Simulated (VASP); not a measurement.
# CdO (Fm-3m) in VASP: a series of runs, part 2 of 2

VASP 6.6.1. The steps go on from the part before.

## Step 4: Single point, PBE

INCAR

```
SYSTEM = CdO
PREC = Accurate
ENCUT = 600
EDIFF = 1E-6
ISMEAR = -4
SIGMA = 0.1
LREAL = .FALSE.
LASPH = .TRUE.
NELM = 120
ALGO = Normal
ISIF = 2
LWAVE = .FALSE.
LCHARG = .FALSE.
GGA = PE
NBANDS = 16
GGA_COMPAT = .FALSE.
```

KPOINTS

```
regular mesh
0
G
  8 8 8
  0 0 0
```

POSCAR

```
CdO
1.0
    0.0000000000      2.3481500455      2.3481500455
    2.3481500455      0.0000000000      2.3481500455
    2.3481500455      2.3481500455      0.0000000000
Cd O
1 1
Direct
    0.0000000000      0.0000000000      0.0000000000
    0.5000000000      0.5000000000      0.5000000000
```

Potentials or basis: VASP PAW PBE potentials, release 64 (Cd, O).

On the command line:

```bash
cat potpaw_PBE.64/Cd/POTCAR potpaw_PBE.64/O/POTCAR > POTCAR
mpirun -np 1 vasp_std > vasp.out
```

OUTCAR:

```text
SYSTEM = CdO
   PREC = Accurate
   ENCUT = 600
   EDIFF = 1E-6
   ISMEAR = -4
   LREAL = .FALSE.
   LASPH = .TRUE.
   NELM = 120
   ISIF = 2
   GGA = PE

 ion  position               nearest neighbor table
   1  0.000  0.000  0.000-   2 2.35   2 2.35   2 2.35   2 2.35   2 2.35   2 2.35
   2  0.500  0.500  0.500-   1 2.35   1 2.35   1 2.35   1 2.35   1 2.35   1 2.35

  LATTYP: Found a face centered cubic cell.
 ALAT       =     4.6963000910

  Lattice vectors:

 A1 = (   0.0000000000,   2.3481500455,   2.3481500455)
 A2 = (   2.3481500455,   0.0000000000,   2.3481500455)
 A3 = (   2.3481500455,   2.3481500455,   0.0000000000)

Analysis of symmetry for initial positions (statically):
=====================================================================
 Subroutine PRICEL returns:
 Original cell was already a primitive cell.

 Routine SETGRP: Setting up the symmetry group for a
 face centered cubic supercell.

 Subroutine GETGRP returns: Found 48 space group operations
 (whereof 48 operations were pure point group operations)
 out of a pool of 48 trial point group operations.

The static configuration has the point symmetry O_h .

Analysis of symmetry for dynamics (positions and initial velocities):
=====================================================================
 Subroutine PRICEL returns:
 Original cell was already a primitive cell.

 Routine SETGRP: Setting up the symmetry group for a
 face centered cubic supercell.

 Subroutine GETGRP returns: Found 48 space group operations
 (whereof 48 operations were pure point group operations)
 out of a pool of 48 trial point group operations.

The dynamic configuration has the point symmetry O_h .

 Subroutine INISYM returns: Found 48 space group operations
 (whereof 48 operations are pure point group operations),
[... 107 lines left out ...]
   TEBEG  =    0.0;   TEEND  =   0.0 temperature during run
   PSTRESS=    0.0 pullay stress
   NELECT =      18.0000    total number of electrons
   NUPDOWN=      -1.0000    fix difference up-down
   EMIN   =  10.00;   EMAX   =-10.00  energy-range for DOS
   EFERMI =   0.00;   METHOD = LEGACY
   ISMEAR =    -4;   SIGMA  =   0.10  broadening in eV -4-tet -1-fermi 0-gaus
   EFERMI_NEDOS =   21; number of points for ismear=-14 and -15
   IALGO  =     38    algorithm
   IMIX   =      4    mixing-type and parameters
     AMIX     =   0.40;   BMIX     =  1.00
     AMIX_MAG =   1.60;   BMIX_MAG =  1.00
  volume/ion in A,a.u.               =      12.95        87.37
  Fermi-wavevector in a.u.,A,eV,Ry     =   1.450206  2.740493 28.614394  2.103099
  Thomas-Fermi vector in A             =   2.567845
   LORBIT       =      0    0 simple, 1 ext, 2 COOP (PROOUT), +10 PAW based schemes
   GGA     = PE    functional components
   LHFCALC =     F    Hartree Fock is set to
   AEXX    =    0.0000 exact exchange contribution
   IVDW    =     0    specifies the selected vdW correction
   LEPSILON=     F    determine dielectric tensor
   LRPA    =     F    only Hartree local field effects (RPA)
 non-spin polarized calculation
 Fermi weights with tetrahedron method witout Bloechl corrections
  energy-cutoff  :      600.00
  volume of cell :       25.89
 maximum number of plane-waves:       887
   NGX = 13   NGY = 13   NGZ = 13

 number of electron      18.0000002 magnetization

 Free energy of the ion-electron system (eV)
  ---------------------------------------------------
  ext. energy  EPLUGINS =         0.00000000
  ---------------------------------------------------
  free energy    TOTEN  =        -7.69466756 eV

  energy without entropy =       -7.69466756  energy(sigma->0) =       -7.69466756

 E-fermi :   2.0313     XC(G=0): -11.7077

 val. band max:        2.0577810230   @ k =   0.5000   0.0000   0.0000
 cond. band min:       1.6319146474   @ k =   0.0000   0.0000   0.0000
 fundamental gap:     -0.4258663756
 Fermi energy:         2.0312609348

 k-point     1 :       0.0000    0.0000    0.0000
  band No.  band energies     occupation
      1     -15.3227      2.00000
      2      -4.6538      2.00000
      3      -4.6538      2.00000
      4      -4.6538      2.00000
      5      -4.3462      2.00000
      6      -4.3462      2.00000
[... 433 lines left out ...]
      3      -4.9591      2.00000
      4      -4.9554      2.00000
      5      -4.0971      2.00000
      6      -4.0912      2.00000
[... 8 lines left out ...]
     15      21.6069      0.00000
     16      25.0987      0.00000

 [... further k-points ...]
[... 5 lines left out ...]
  --------------------------------------------------------------------------------------
  -------------------------------------------------------------------------------------
  Total        1.2297547      1.2297547      1.2297547      0.0000000      0.0000000     -0.0000000
  in kB       76.0889430     76.0889430     76.0889430      0.0000000      0.0000000     -0.0000000
  external PRESSURE =      76.0889430 kB  Pullay stress =       0.0000000 kB

 VOLUME and BASIS-vectors are now :
 -----------------------------------------------------------------------------
  energy-cutoff  :      600.00
  volume of cell :       25.89
      direct lattice vectors                 reciprocal lattice vectors
     0.000000000  2.348150046  2.348150046    -0.212933582  0.212933582  0.212933582
     2.348150046  0.000000000  2.348150046     0.212933582 -0.212933582  0.212933582
     2.348150046  2.348150046  0.000000000     0.212933582  0.212933582 -0.212933582

 POSITION                                       TOTAL-FORCE (eV/Angst)
 -----------------------------------------------------------------------------------
      0.00000      0.00000      0.00000        -0.000000     -0.000000     -0.000000
      2.34815      2.34815      2.34815         0.000000      0.000000      0.000000
 -----------------------------------------------------------------------------------
    total drift:                                0.000000      0.000000      0.000000

  FREE ENERGIE OF THE ION-ELECTRON SYSTEM (eV)
  ---------------------------------------------------
  free  energy   TOTEN  =        -7.6946675566 eV

  energy  without entropy=       -7.6946675566  energy(sigma->0) =       -7.69466756
```

Run time: 14 s. Hardware: 1 thread of Intel Xeon Platinum 8488C (Sapphire Rapids), shared host; peak memory 0.16 GiB.

Results:

| Property | Result |
| --- | --- |
| Free energy | -7.6947 eV |
| Pressure | 7.6 GPa |
| Band gap on the k mesh | zero (band 9 reaches 2.06 eV, above the bottom of band 10 at 1.63 eV) |

## Step 5: Overview

| k mesh | smearing | gap on the mesh (eV) | pressure (GPa) |
| --- | --- | --- | --- |
| 6 × 6 × 6 | gaussian 0.05 eV | none | 7.7 |
| 8 × 8 × 8 | gaussian 0.05 eV | none | 7.6 |
| 8 × 8 × 8 | tetrahedron | none | 7.6 |

Alike in all rows: task single point; level PBE; potentials or basis VASP PAW PBE potentials, release 64 (Cd, O); no spin polarisation; cell as given; cutoff (eV) 600.

Caveats: some runs use coarse meshes.

Absolute energies hang on the potentials; compare differences alone.
